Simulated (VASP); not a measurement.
# BaO (Fm-3m) in VASP: single point with PBE+D3(BJ)

Aim: the single point of BaO with PBE+D3(BJ).

Everything below comes from runs of VASP 6.6.1. Logs are shortened: lines on timing, memory, paths and dates and some standing lists are left out, and cuts for length are marked.

## 1. The cell of the first run

Symmetry: Fm-3m, No. 225, cubic system. Conventional cell: a = 5.500 Å, b = 5.500 Å, c = 5.500 Å, α = 90.00°, β = 90.00°, γ = 90.00°. Within 3.6 Å of Ba (site symmetry m-3m) lie 6 O at 2.75 Å. O (site symmetry m-3m) has 6 Ba at 2.75 Å within 3.6 Å.

## 2. Single point, PBE+D3(BJ)

Input file INCAR:

```
PREC = Accurate
ENCUT = 1340
EDIFF = 1E-6
ISMEAR = 0
SIGMA = 0.01
LREAL = False
LASPH = True
NELM = 120
ALGO = Normal
ISIF = 2
LWAVE = False
LCHARG = False
GGA = PE
IVDW = 12
NBANDS = 15
GGA_COMPAT = False
```

Input file KPOINTS:

```
regular mesh
0
Gamma
  8 8 8
```

Input file POSCAR:

```
BaO
1.0
    0.0000000000      2.7500000000      2.7500000000
    2.7500000000      0.0000000000      2.7500000000
    2.7500000000      2.7500000000      0.0000000000
Ba O
1 1
Direct
    0.0000000000      0.0000000000      0.0000000000
    0.5000000000      0.5000000000      0.5000000000
```

Potentials or basis: VASP PAW PBE potentials, release 64 (Ba_sv, O_h).

The run is started by

```sh
cat potpaw_PBE.64/Ba_sv/POTCAR potpaw_PBE.64/O_h/POTCAR > POTCAR
mpirun -np 1 vasp_std > vasp.out
```

OUTCAR:

```text
PREC = Accurate
   ENCUT = 1340
   EDIFF = 1E-6
   ISMEAR = 0
   LREAL = False
   LASPH = True
   NELM = 120
   ISIF = 2
   GGA = PE
   IVDW = 12
 IVDW          = 12

 ion  position               nearest neighbor table
   1  0.000  0.000  0.000-   2 2.75   2 2.75   2 2.75   2 2.75   2 2.75   2 2.75
   2  0.500  0.500  0.500-   1 2.75   1 2.75   1 2.75   1 2.75   1 2.75   1 2.75

  LATTYP: Found a face centered cubic cell.
 ALAT       =     5.5000000000

  Lattice vectors:

 A1 = (   0.0000000000,   2.7500000000,   2.7500000000)
 A2 = (   2.7500000000,   0.0000000000,   2.7500000000)
 A3 = (   2.7500000000,   2.7500000000,   0.0000000000)

Analysis of symmetry for initial positions (statically):
=====================================================================
 Subroutine PRICEL returns:
 Original cell was already a primitive cell.

 Routine SETGRP: Setting up the symmetry group for a
 face centered cubic supercell.

 Subroutine GETGRP returns: Found 48 space group operations
 (whereof 48 operations were pure point group operations)
 out of a pool of 48 trial point group operations.

The static configuration has the point symmetry O_h .

Analysis of symmetry for dynamics (positions and initial velocities):
=====================================================================
 Subroutine PRICEL returns:
 Original cell was already a primitive cell.

 Routine SETGRP: Setting up the symmetry group for a
 face centered cubic supercell.

 Subroutine GETGRP returns: Found 48 space group operations
 (whereof 48 operations were pure point group operations)
 out of a pool of 48 trial point group operations.

The dynamic configuration has the point symmetry O_h .

 Subroutine INISYM returns: Found 48 space group operations
 (whereof 48 operations are pure point group operations),
 and found     1 'primitive' translations

----------------------------------------------------------------------------------------

                                     Primitive cell

  volume of cell :      41.5938

  direct lattice vectors                    reciprocal lattice vectors
     0.000000000  2.750000000  2.750000000    -0.181818182  0.181818182  0.181818182
     2.750000000  0.000000000  2.750000000     0.181818182 -0.181818182  0.181818182
     2.750000000  2.750000000  0.000000000     0.181818182  0.181818182 -0.181818182

  length of vectors
     3.889087297  3.889087297  3.889087297     0.314918329  0.314918329  0.314918329

  position of ions in fractional coordinates (direct lattice)
     0.000000000  0.000000000  0.000000000
     0.500000000  0.500000000  0.500000000

  ion indices of the primitive-cell ions
   primitive index   ion index
                 1           1
                 2           2

----------------------------------------------------------------------------------------

 KPOINTS: regular mesh

Automatic generation of k-mesh.
 Grid dimensions read from file:
 generate k-points for:    8    8    8

 Generating k-lattice:

  Cartesian coordinates                     Fractional coordinates (reciprocal lattice)
    -0.022727273  0.022727273  0.022727273     0.125000000  0.000000000  0.000000000
     0.022727273 -0.022727273  0.022727273     0.000000000  0.125000000  0.000000000
     0.022727273  0.022727273 -0.022727273     0.000000000  0.000000000  0.125000000

  Length of vectors
     0.039364791  0.039364791  0.039364791

  Shift w.r.t. Gamma in fractional coordinates (k-lattice)
     0.000000000  0.000000000  0.000000000

 Subroutine IBZKPT returns following result:
 ===========================================

 Found     29 irreducible k-points:

 Following reciprocal coordinates:
            Coordinates               Weight
  0.000000  0.000000  0.000000      1.000000
  0.125000  0.000000  0.000000      8.000000
  0.250000  0.000000  0.000000      8.000000
  0.375000  0.000000  0.000000      8.000000
  0.500000  0.000000  0.000000      4.000000
  0.125000  0.125000  0.000000      6.000000
[... 16 lines left out ...]
  0.500000  0.250000  0.125000     48.000000
 -0.375000  0.250000  0.125000     24.000000
 [... further k-points ...]
   k-points           NKPTS =     29   k-points in BZ     NKDIM =     29   number of bands    NBANDS=     15
   number of dos      NEDOS =    301   number of ions     NIONS =      2
   total plane-waves  NPLWV = 110592
   dimension x,y,z NGX =    48 NGY =   48 NGZ =   48
   dimension x,y,z NGXF=    96 NGYF=   96 NGZF=   96
   ions per type =               1   1
   NGX,Y,Z   is equivalent  to a cutoff of  20.52, 20.52, 20.52 a.u.
   NGXF,Y,Z  is equivalent  to a cutoff of  41.04, 41.04, 41.04 a.u.
 SYSTEM =  unknown system
   PREC   = accura    normal or accurate (medium, high low for compatibility)
   ISTART =      0    job   : 0-new  1-cont  2-samecut
   ICHARG =      2    charge: 1-file 2-atom 10-const
   ISPIN  =      1    spin polarized calculation?
   LNONCOLLINEAR =      F non collinear calculations
   LSORBIT =      F    spin-orbit coupling
   LASPH  =      T    aspherical Exc in radial PAW
   ENCUT  = 1340.0 eV  98.49 Ry    9.92 a.u.  11.61 11.61 11.61*2*pi/ulx,y,z
   NELM   =    120;   NELMIN=  2; NELMDL= -5     # of ELM steps
   EDIFF  = 0.1E-05   stopping-criterion for ELM
   LREAL  =      F    real-space projection
   EDIFFG = 0.1E-04   stopping-criterion for IOM
   NSW    =      0    number of steps for IOM
   IBRION =     -1    ionic relax: 0-MD 1-quasi-New 2-CG
   NFREE  =      0    steps in history (QN), initial steepest desc. (CG)
   ISIF   =      2    stress and relaxation
   ISYM   =      2    0-nonsym 1-usesym 2-fastsym
   POTIM  = 0.5000    time-step for ionic-motion
   TEBEG  =    0.0;   TEEND  =   0.0 temperature during run
   PSTRESS=    0.0 pullay stress
   NELECT =      16.0000    total number of electrons
   NUPDOWN=      -1.0000    fix difference up-down
   EMIN   =  10.00;   EMAX   =-10.00  energy-range for DOS
   EFERMI =   0.00;   METHOD = LEGACY
   ISMEAR =     0;   SIGMA  =   0.01  broadening in eV -4-tet -1-fermi 0-gaus
   EFERMI_NEDOS =   21; number of points for ismear=-14 and -15
   IALGO  =     38    algorithm
   IMIX   =      4    mixing-type and parameters
     AMIX     =   0.40;   BMIX     =  1.00
     AMIX_MAG =   1.60;   BMIX_MAG =  1.00
  volume/ion in A,a.u.               =      20.80       140.34
  Fermi-wavevector in a.u.,A,eV,Ry     =   1.190617  2.249940 19.287200  1.417569
  Thomas-Fermi vector in A             =   2.326698
   LORBIT       =      0    0 simple, 1 ext, 2 COOP (PROOUT), +10 PAW based schemes
   GGA     = PE    functional components
   LHFCALC =     F    Hartree Fock is set to
   AEXX    =    0.0000 exact exchange contribution
   IVDW    =    12    specifies the selected vdW correction
   LEPSILON=     F    determine dielectric tensor
   LRPA    =     F    only Hartree local field effects (RPA)
 non-spin polarized calculation
 Gauss-broadening in eV      SIGMA  =   0.01
  energy-cutoff  :     1340.00
  volume of cell :       41.59
 maximum number of plane-waves:      4656
 NGX is ok and might be reduce to    48
   NGX = 23   NGY = 23   NGZ = 23

 number of electron      16.0000000 magnetization

 Free energy of the ion-electron system (eV)
  ---------------------------------------------------
  ext. energy  EPLUGINS =         0.00000000
  ---------------------------------------------------
  free energy    TOTEN  =       -11.77778526 eV

  energy without entropy =      -11.77778526  energy(sigma->0) =      -11.77778526

 E-fermi :   2.2724     XC(G=0):  -9.7194

 val. band max:        2.2138054188   @ k =   0.5000   0.5000   0.0000
 cond. band min:       4.1148691805   @ k =   0.5000   0.5000   0.0000
 fundamental gap:      1.9010637617
 Fermi energy:         2.2724450574

 k-point     1 :       0.0000    0.0000    0.0000
  band No.  band energies     occupation
      1     -23.7041      2.00000
      2     -12.8670      2.00000
      3      -8.1754      2.00000
      4      -8.1754      2.00000
      5      -8.1754      2.00000
      6       1.8139      2.00000
      7       1.8139      2.00000
      8       1.8139      2.00000
      9       5.8523      0.00000
     10       6.8811      0.00000
     11       6.8811      0.00000
     12       6.8811      0.00000
     13       9.2012      0.00000
     14       9.2012      0.00000
     15      12.2009      0.00000

 k-point     2 :       0.1250    0.0000    0.0000
  band No.  band energies     occupation
      1     -23.6646      2.00000
      2     -12.9812      2.00000
      3      -8.2124      2.00000
      4      -8.1944      2.00000
      5      -8.1944      2.00000
      6       1.4744      2.00000
      7       1.6057      2.00000
      8       1.6057      2.00000
      9       6.4813      0.00000
     10       6.7798      0.00000
     11       7.1778      0.00000
     12       7.1778      0.00000
     13       9.6143      0.00000
     14       9.6143      0.00000
     15      13.1779      0.00000

 k-point     3 :       0.2500    0.0000    0.0000
  band No.  band energies     occupation
      1     -23.5669      2.00000
      2     -13.2575      2.00000
      3      -8.2952      2.00000
      4      -8.2391      2.00000
      5      -8.2391      2.00000
      6       0.8362      2.00000
      7       1.1631      2.00000
      8       1.1631      2.00000
      9       6.6698      0.00000
     10       7.9812      0.00000
     11       7.9812      0.00000
     12       8.1151      0.00000
     13      10.6358      0.00000
     14      10.6358      0.00000
     15      15.2942      0.00000
[... 343 lines left out ...]
 k-point    23 :       0.5000    0.2500    0.1250
  band No.  band energies     occupation
      1     -23.4162      2.00000
      2     -13.4233      2.00000
      3      -8.8187      2.00000
      4      -8.6768      2.00000
      5      -8.2980      2.00000
      6       0.7035      2.00000
      7       0.9576      2.00000
      8       1.6137      2.00000
      9       6.3288      0.00000
     10       8.2574      0.00000
     11       9.6575      0.00000
     12       9.7924      0.00000
     13      11.8446      0.00000
     14      13.3418      0.00000
     15      15.1615      0.00000

 k-point    24 :      -0.3750    0.2500    0.1250
  band No.  band energies     occupation
      1     -23.3823      2.00000
      2     -13.4758      2.00000
      3      -8.8376      2.00000
      4      -8.8350      2.00000
      5      -8.2881      2.00000
      6       0.5919      2.00000
      7       1.2311      2.00000
      8       1.2920      2.00000
      9       7.0731      0.00000
     10       7.6893      0.00000
     11      10.1433      0.00000
     12      10.1806      0.00000
     13      12.4189      0.00000
     14      14.1306      0.00000
     15      14.5228      0.00000

 [... further k-points ...]

------------------------ aborting loop because EDIFF is reached ----------------------------------------

 Edisp (eV)   -0.46331

 E8    (eV) :    -0.2396

  FORCE on cell =-STRESS in cart. coord.  units (eV):
  Direction    XX          YY          ZZ          XY          YZ          ZX
  --------------------------------------------------------------------------------------
  -------------------------------------------------------------------------------------
  Total       0.76769     0.76769     0.76769    -0.00000     0.00000     0.00000
  in kB      29.57114    29.57114    29.57114    -0.00000     0.00000     0.00000
  external pressure =       29.57 kB  Pullay stress =        0.00 kB

 VOLUME and BASIS-vectors are now :
 -----------------------------------------------------------------------------
  energy-cutoff  :     1340.00
  volume of cell :       41.59
      direct lattice vectors                 reciprocal lattice vectors
     0.000000000  2.750000000  2.750000000    -0.181818182  0.181818182  0.181818182
     2.750000000  0.000000000  2.750000000     0.181818182 -0.181818182  0.181818182
     2.750000000  2.750000000  0.000000000     0.181818182  0.181818182 -0.181818182

 POSITION                                       TOTAL-FORCE (eV/Angst)
 -----------------------------------------------------------------------------------
      0.00000      0.00000      0.00000         0.000000      0.000000     -0.000000
      2.75000      2.75000      2.75000        -0.000000     -0.000000      0.000000
 -----------------------------------------------------------------------------------
    total drift:                               -0.000000     -0.000000     -0.000000

  FREE ENERGIE OF THE ION-ELECTRON SYSTEM (eV)
  ---------------------------------------------------
  free  energy   TOTEN  =       -12.2410996813 eV

  energy  without entropy=      -12.2410996813  energy(sigma->0) =      -12.24109968
```

It took 70 s on 1 thread of AMD EPYC 7R43 (Zen 3), shared host; peak memory 0.32 GiB.

What came out:

| Property | Result |
| --- | --- |
| Free energy | -12.2411 eV |
| Pressure | 3.0 GPa |
| Band gap on the k mesh | 1.90 eV |
| Dispersion energy per atom | -0.232 eV |

Caveat: spin-orbit coupling is left out, which moves the levels of the heavy elements.
